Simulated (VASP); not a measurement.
# LiH (Fm-3m) in VASP: a series of runs

LiH is run at these levels: LDA; tasks: single point, relaxation of cell and atoms.

All numbers are computed with VASP 6.6.1; they aren't measurements. Logs are shortened: lines on timing, memory, paths and dates and some standing lists are left out, and cuts for length are marked.

## 1. The cell of the first run

Symmetry: Fm-3m, No. 225, cubic system. The conventional cell has a = 4.017 Å, b = 4.017 Å, c = 4.017 Å, α = 90.00°, β = 90.00°, γ = 90.00°. Within 2.7 Å of Li (site symmetry m-3m) lie 6 H at 2.01 Å. H (site symmetry m-3m) has 6 Li at 2.01 Å within 2.7 Å.

## 2. Single point, LDA

Input file INCAR:

```
SYSTEM = LiH
PREC     = Accurate       ! precision mode
ENCUT    = 750            ! plane-wave cutoff, eV
EDIFF    = 1E-6           ! SCF threshold, eV
ISMEAR   = 0              ! smearing method
SIGMA    = 0.1            ! smearing width, eV
LREAL    = .False.        ! projectors in reciprocal space
LASPH    = .True.         ! aspherical terms in the spheres
NELM     = 120            ! most SCF steps
ALGO     = Normal         ! electronic algorithm
ISIF     = 2              ! what is computed and relaxed
LWAVE    = .False.        ! write WAVECAR
LCHARG   = .False.        ! write CHGCAR
NBANDS   = 9              ! bands
GGA_COMPAT= .False.
```

Input file KPOINTS:

```
regular mesh
0
Gamma
  8 8 8
  0 0 0
```

Input file POSCAR:

```
LiH
1.0
    0.0000000000      2.0086193900      2.0086193900
    2.0086193900      0.0000000000      2.0086193900
    2.0086193900      2.0086193900      0.0000000000
Li H
1 1
Direct
    0.0000000000      0.0000000000      0.0000000000
    0.5000000000      0.5000000000      0.5000000000
```

Potentials or basis: VASP PAW LDA potentials, release 64 (Li_sv, H).

Command:

```sh
$ cat potpaw_LDA.64/Li_sv/POTCAR potpaw_LDA.64/H/POTCAR > POTCAR
$ mpirun -np 1 vasp_std > vasp.out
```

OUTCAR:

```text
SYSTEM = LiH
   PREC = Accurate
   ENCUT = 750
   EDIFF = 1E-6
   ISMEAR = 0
   LREAL = .False.
   LASPH = .True.
   NELM = 120
   ISIF = 2

 ion  position               nearest neighbor table
   1  0.000  0.000  0.000-
   2  0.500  0.500  0.500-

  LATTYP: Found a face centered cubic cell.
 ALAT       =     4.0172387800

  Lattice vectors:

 A1 = (   0.0000000000,   2.0086193900,   2.0086193900)
 A2 = (   2.0086193900,   0.0000000000,   2.0086193900)
 A3 = (   2.0086193900,   2.0086193900,   0.0000000000)

Analysis of symmetry for initial positions (statically):
=====================================================================
 Subroutine PRICEL returns:
 Original cell was already a primitive cell.

 Routine SETGRP: Setting up the symmetry group for a
 face centered cubic supercell.

 Subroutine GETGRP returns: Found 48 space group operations
 (whereof 48 operations were pure point group operations)
 out of a pool of 48 trial point group operations.

The static configuration has the point symmetry O_h .

Analysis of symmetry for dynamics (positions and initial velocities):
=====================================================================
 Subroutine PRICEL returns:
 Original cell was already a primitive cell.

 Routine SETGRP: Setting up the symmetry group for a
 face centered cubic supercell.

 Subroutine GETGRP returns: Found 48 space group operations
 (whereof 48 operations were pure point group operations)
 out of a pool of 48 trial point group operations.

The dynamic configuration has the point symmetry O_h .

 Subroutine INISYM returns: Found 48 space group operations
 (whereof 48 operations are pure point group operations),
 and found     1 'primitive' translations

----------------------------------------------------------------------------------------

                                     Primitive cell

  volume of cell :      16.2078

  direct lattice vectors                    reciprocal lattice vectors
     0.000000000  2.008619390  2.008619390    -0.248927200  0.248927200  0.248927200
     2.008619390  0.000000000  2.008619390     0.248927200 -0.248927200  0.248927200
     2.008619390  2.008619390  0.000000000     0.248927200  0.248927200 -0.248927200

  length of vectors
     2.840616783  2.840616783  2.840616783     0.431154557  0.431154557  0.431154557

  position of ions in fractional coordinates (direct lattice)
     0.000000000  0.000000000  0.000000000
     0.500000000  0.500000000  0.500000000

  ion indices of the primitive-cell ions
   primitive index   ion index
                 1           1
                 2           2

----------------------------------------------------------------------------------------

 KPOINTS: regular mesh

Automatic generation of k-mesh.
 Grid dimensions read from file:
 generate k-points for:    8    8    8

 Generating k-lattice:

  Cartesian coordinates                     Fractional coordinates (reciprocal lattice)
    -0.031115900  0.031115900  0.031115900     0.125000000  0.000000000  0.000000000
     0.031115900 -0.031115900  0.031115900     0.000000000  0.125000000  0.000000000
     0.031115900  0.031115900 -0.031115900     0.000000000  0.000000000  0.125000000

  Length of vectors
     0.053894320  0.053894320  0.053894320

  Shift w.r.t. Gamma in fractional coordinates (k-lattice)
     0.000000000  0.000000000  0.000000000

 Subroutine IBZKPT returns following result:
 ===========================================

 Found     29 irreducible k-points:

 Following reciprocal coordinates:
            Coordinates               Weight
  0.000000  0.000000  0.000000      1.000000
  0.125000  0.000000  0.000000      8.000000
  0.250000  0.000000  0.000000      8.000000
  0.375000  0.000000  0.000000      8.000000
  0.500000  0.000000  0.000000      4.000000
  0.125000  0.125000  0.000000      6.000000
[... 16 lines left out ...]
  0.500000  0.250000  0.125000     48.000000
 -0.375000  0.250000  0.125000     24.000000
 [... further k-points ...]
   k-points           NKPTS =     29   k-points in BZ     NKDIM =     29   number of bands    NBANDS=      9
   number of dos      NEDOS =    301   number of ions     NIONS =      2
   total plane-waves  NPLWV =  21952
   dimension x,y,z NGX =    28 NGY =   28 NGZ =   28
   dimension x,y,z NGXF=    56 NGYF=   56 NGZF=   56
   ions per type =               1   1
   NGX,Y,Z   is equivalent  to a cutoff of  16.39, 16.39, 16.39 a.u.
   NGXF,Y,Z  is equivalent  to a cutoff of  32.77, 32.77, 32.77 a.u.
 SYSTEM =  LiH
   PREC   = accura    normal or accurate (medium, high low for compatibility)
   ISTART =      0    job   : 0-new  1-cont  2-samecut
   ICHARG =      2    charge: 1-file 2-atom 10-const
   ISPIN  =      1    spin polarized calculation?
   LNONCOLLINEAR =      F non collinear calculations
   LSORBIT =      F    spin-orbit coupling
   LASPH  =      T    aspherical Exc in radial PAW
   ENCUT  =  750.0 eV  55.12 Ry    7.42 a.u.   6.34  6.34  6.34*2*pi/ulx,y,z
   NELM   =    120;   NELMIN=  2; NELMDL= -5     # of ELM steps
   EDIFF  = 0.1E-05   stopping-criterion for ELM
   LREAL  =      F    real-space projection
   EDIFFG = 0.1E-04   stopping-criterion for IOM
   NSW    =      0    number of steps for IOM
   IBRION =     -1    ionic relax: 0-MD 1-quasi-New 2-CG
   NFREE  =      0    steps in history (QN), initial steepest desc. (CG)
   ISIF   =      2    stress and relaxation
   ISYM   =      2    0-nonsym 1-usesym 2-fastsym
   POTIM  = 0.5000    time-step for ionic-motion
   TEBEG  =    0.0;   TEEND  =   0.0 temperature during run
   PSTRESS=    0.0 pullay stress
   NELECT =       4.0000    total number of electrons
   NUPDOWN=      -1.0000    fix difference up-down
   EMIN   =  10.00;   EMAX   =-10.00  energy-range for DOS
   EFERMI =   0.00;   METHOD = LEGACY
   ISMEAR =     0;   SIGMA  =   0.10  broadening in eV -4-tet -1-fermi 0-gaus
   EFERMI_NEDOS =   21; number of points for ismear=-14 and -15
   IALGO  =     38    algorithm
   IMIX   =      4    mixing-type and parameters
     AMIX     =   0.40;   BMIX     =  1.00
     AMIX_MAG =   1.60;   BMIX_MAG =  1.00
  volume/ion in A,a.u.               =       8.10        54.69
  Fermi-wavevector in a.u.,A,eV,Ry     =   1.026882  1.940525 14.347160  1.054486
  Thomas-Fermi vector in A             =   2.160798
   LORBIT       =      0    0 simple, 1 ext, 2 COOP (PROOUT), +10 PAW based schemes
   GGA     = CA    functional components
   LHFCALC =     F    Hartree Fock is set to
   AEXX    =    0.0000 exact exchange contribution
   IVDW    =     0    specifies the selected vdW correction
   LEPSILON=     F    determine dielectric tensor
   LRPA    =     F    only Hartree local field effects (RPA)
 non-spin polarized calculation
 Gauss-broadening in eV      SIGMA  =   0.10
  energy-cutoff  :      750.00
  volume of cell :       16.21
 maximum number of plane-waves:       775
 NGX is ok and might be reduce to    28
   NGX = 13   NGY = 13   NGZ = 13

 number of electron       4.0000000 magnetization

 Free energy of the ion-electron system (eV)
  ---------------------------------------------------
  ext. energy  EPLUGINS =         0.00000000
  ---------------------------------------------------
  free energy    TOTEN  =        -6.48376127 eV

  energy without entropy =       -6.48376127  energy(sigma->0) =       -6.48376127

 E-fermi :   0.7651     XC(G=0):  -8.7848

 val. band max:        0.1714466105   @ k =   0.5000   0.5000   0.0000
 cond. band min:       2.7864637465   @ k =   0.5000   0.5000   0.0000
 fundamental gap:      2.6150171360
 Fermi energy:         0.7650604802

 k-point     1 :       0.0000    0.0000    0.0000
  band No.  band energies     occupation
      1     -43.2899      2.00000
      2      -5.3679      2.00000
      3      16.2018      0.00000
      4      17.5121      0.00000
      5      17.5121      0.00000
      6      17.5121      0.00000
      7      22.3324      0.00000
      8      22.3324      0.00000
      9      22.3324      0.00000

 k-point     2 :       0.1250    0.0000    0.0000
  band No.  band energies     occupation
      1     -43.2824      2.00000
      2      -5.0955      2.00000
      3      13.7691      0.00000
      4      16.4560      0.00000
      5      16.9752      0.00000
      6      16.9752      0.00000
      7      21.8776      0.00000
      8      23.4766      0.00000
      9      23.4766      0.00000

 k-point     3 :       0.2500    0.0000    0.0000
  band No.  band energies     occupation
      1     -43.2643      2.00000
      2      -4.3130      2.00000
      3       9.5865      0.00000
      4      15.0327      0.00000
      5      16.2831      0.00000
      6      16.2831      0.00000
      7      21.9087      0.00000
      8      21.9087      0.00000
      9      23.2945      0.00000

 k-point     4 :       0.3750    0.0000    0.0000
  band No.  band energies     occupation
      1     -43.2463      2.00000
      2      -3.2184      2.00000
      3       6.2123      0.00000
      4      14.0040      0.00000
      5      16.0467      0.00000
      6      16.0467      0.00000
      7      19.7659      0.00000
      8      19.7659      0.00000
      9      25.4803      0.00000
[... 205 lines left out ...]
 k-point    22 :       0.3750    0.2500    0.1250
  band No.  band energies     occupation
      1     -43.2512      2.00000
      2      -3.5427      2.00000
      3       9.5308      0.00000
      4      10.0802      0.00000
      5      13.9756      0.00000
      6      17.2893      0.00000
      7      19.8814      0.00000
      8      23.6197      0.00000
      9      27.3534      0.00000

 k-point    23 :       0.5000    0.2500    0.1250
  band No.  band energies     occupation
      1     -43.2368      2.00000
      2      -2.3670      2.00000
      3       6.4125      0.00000
      4       9.0030      0.00000
      5      13.2903      0.00000
      6      16.5159      0.00000
      7      22.0699      0.00000
      8      24.0929      0.00000
      9      26.8584      0.00000

 k-point    24 :      -0.3750    0.2500    0.1250
  band No.  band energies     occupation
      1     -43.2308      2.00000
      2      -1.6378      2.00000
      3       4.9223      0.00000
      4       8.7202      0.00000
      5      13.0356      0.00000
      6      16.1271      0.00000
      7      22.8191      0.00000
      8      25.8629      0.00000
      9      27.0008      0.00000

 [... further k-points ...]
[... 5 lines left out ...]
  --------------------------------------------------------------------------------------
  -------------------------------------------------------------------------------------
  Total       -0.3073087     -0.3073087     -0.3073087      0.0000000     -0.0000000      0.0000000
  in kB      -30.3782306    -30.3782306    -30.3782306      0.0000000     -0.0000000      0.0000000
  external PRESSURE =     -30.3782306 kB  Pullay stress =       0.0000000 kB

 VOLUME and BASIS-vectors are now :
 -----------------------------------------------------------------------------
  energy-cutoff  :      750.00
  volume of cell :       16.21
      direct lattice vectors                 reciprocal lattice vectors
     0.000000000  2.008619390  2.008619390    -0.248927200  0.248927200  0.248927200
     2.008619390  0.000000000  2.008619390     0.248927200 -0.248927200  0.248927200
     2.008619390  2.008619390  0.000000000     0.248927200  0.248927200 -0.248927200

 POSITION                                       TOTAL-FORCE (eV/Angst)
 -----------------------------------------------------------------------------------
      0.00000      0.00000      0.00000        -0.000000     -0.000000     -0.000000
      2.00862      2.00862      2.00862         0.000000      0.000000      0.000000
 -----------------------------------------------------------------------------------
    total drift:                                0.000000      0.000000      0.000000

  FREE ENERGIE OF THE ION-ELECTRON SYSTEM (eV)
  ---------------------------------------------------
  free  energy   TOTEN  =        -6.4837612672 eV

  energy  without entropy=       -6.4837612672  energy(sigma->0) =       -6.48376127
```

Wall time 6 s (1 thread of AMD EPYC 7R43 (Zen 3), shared host); peak memory 0.1 GiB.

Results:

```
Free energy            : -6.4838 eV
Pressure               : -3.0 GPa
Band gap on the k mesh : 2.62 eV
```

Caveat: the cell stands under tension.

## 3. Single point, LDA

This run uses another cell than the first one, of 7.46 Å³/atom.

Input file INCAR:

```
SYSTEM = LiH
  PREC = Accurate
  ENCUT = 750
  EDIFF = 1E-6
  ISMEAR = 0
  SIGMA = 0.02
  LREAL = .False.
  LASPH = .True.
  NELM = 120
  ALGO = Normal
  ISIF = 2
  LWAVE = .False.
  LCHARG = .False.
  GGA = CA
  NBANDS = 9
  GGA_COMPAT = .False.
```

Input file KPOINTS:

```
regular mesh
0
Gamma
  10 10 10
  0 0 0
```

Input file POSCAR:

```
LiH
1.0
    0.0000000000      1.9542097046      1.9542097046
    1.9542097046      0.0000000000      1.9542097046
    1.9542097046      1.9542097046      0.0000000000
Li H
1 1
Direct
    0.0000000000      0.0000000000      0.0000000000
    0.5000000000      0.5000000000      0.5000000000
```

Potentials or basis: VASP PAW LDA potentials, release 64 (Li_sv, H).

Command:

```sh
$ cat potpaw_LDA.64/Li_sv/POTCAR potpaw_LDA.64/H/POTCAR > POTCAR
$ mpirun -np 1 vasp_std > vasp.out
```

It took 9 s on 1 thread of AMD EPYC 7R43 (Zen 3), shared host; peak memory 0.1 GiB.

The run converged. Its results:

* Free energy: -6.4962 eV
* Pressure: -0.2 GPa
* Band gap on the k mesh: 2.53 eV

Levels at points of the mesh, in eV from the valence-band top:
```
           k point  band 1  band 2  band 3  band 4  band 5  band 6
(0.00, 0.00, 0.00)  -43.41   -5.85   17.12   18.18   18.18   18.18
(0.50, 0.00, 0.00)  -43.34   -3.00    4.81   14.19   16.66   16.66
(0.50, 0.50, 0.00)  -43.32    0.00    2.53   10.75   10.75   14.13
```

## 4. Relaxation of cell and atoms, LDA

Input file INCAR:

```
ALGO = Normal
EDIFF = 1E-7
EDIFFG = -0.002
ENCUT = 750
GGA = CA
GGA_COMPAT = False
IBRION = 2
ISIF = 3
ISMEAR = 0
LASPH = True
LCHARG = False
LREAL = False
LWAVE = False
NELM = 120
NELMIN = 4
NSW = 100
PREC = Accurate
SIGMA = 0.02
```

Input file KPOINTS:

```
k-points
0
Gamma
  10 10 10
```

Input file POSCAR:

```
LiH
1.0
    0.0000000000      2.0086193900      2.0086193900
    2.0086193900      0.0000000000      2.0086193900
    2.0086193900      2.0086193900      0.0000000000
Li H
1 1
Direct
    0.0000000000      0.0000000000      0.0000000000
    0.5000000000      0.5000000000      0.5000000000
```

Command:

```sh
$ cat potpaw_LDA.64/Li_sv/POTCAR potpaw_LDA.64/H/POTCAR > POTCAR
$ mpirun -np 1 vasp_std > vasp.out
```

It took 18 s on 1 thread of AMD EPYC 7R43 (Zen 3), shared host; peak memory 0.1 GiB.

The run converged. Its results:

```yaml
Free_energy: -6.4972 eV
Relaxed_volume: 7.44 Å³/atom
Relaxed_cell: a = 2.761 Å, b = 2.761 Å, c = 2.761 Å, α = 60.00°, β = 60.00°, γ = 60.00°
Space_group_after_relaxing_to_0.1_Å: Fm-3m (No. 225)
Energy_gained_by_relaxing: 6.7 meV/atom
Ionic_steps: 4
Pressure_after_relaxing: 0.0 GPa
Band_gap_on_the_k_mesh: 2.53 eV
```

Step by step:
```csv
step,energy change (eV),largest force (eV/Å),pressure (GPa),volume (Å³)
1,0.0000,0.0000,-3.04,16.21
2,-0.0060,0.0000,-2.33,15.85
3,-0.0129,0.0000,-0.58,15.11
4,-0.0133,0.0000,0.03,14.88
```

Final structure:
```cif
data_structure
_symmetry_space_group_name_H-M 'P 1'
_symmetry_Int_Tables_number 1
_cell_length_a 2.7608
_cell_length_b 2.7608
_cell_length_c 2.7608
_cell_angle_alpha 60.000
_cell_angle_beta 60.000
_cell_angle_gamma 60.000
_cell_volume 14.88
loop_
_atom_site_label
_atom_site_type_symbol
_atom_site_fract_x
_atom_site_fract_y
_atom_site_fract_z
_atom_site_occupancy
Li1 Li 0.00000 0.00000 0.00000 1
H1 H 0.50000 0.50000 0.50000 1
```

Levels at points of the mesh, in eV from the valence-band top:
```csv
k point,band 1,band 2,band 3,band 4,band 5,band 6
"(0.00, 0.00, 0.00)",-43.41,-5.87,17.16,18.21,18.21,18.21
"(0.50, 0.00, 0.00)",-43.34,-3.01,4.82,14.22,16.69,16.69
"(0.50, 0.50, 0.00)",-43.32,0.00,2.53,10.77,10.77,14.15
```

A k mesh can miss the band edges.

## 5. Summary

| task | cell | k mesh | smearing | gap on the mesh (eV) | pressure (GPa) |
| --- | --- | --- | --- | --- | --- |
| single point | a = 2.841 Å, angles 60.0°, 2 atoms | 8 × 8 × 8 | gaussian 0.1 eV | 2.62 | -3.0 |
| single point | a = 2.764 Å, angles 60.0°, 2 atoms | 10 × 10 × 10 | gaussian 0.02 eV | 2.53 | -0.2 |
| relaxation of cell and atoms | relaxed from a = 2.841 Å, angles 60.0°, 2 atoms | 10 × 10 × 10 | gaussian 0.02 eV | 2.53 | 0.0 |

Alike in all rows: level LDA; potentials or basis VASP PAW LDA potentials, release 64 (Li_sv, H); no spin polarisation; cutoff (eV) 750.

Caveats: the cell stands under tension (at least some runs).

Total energies depend on the potentials used, so only differences within one code and one set of settings carry meaning.
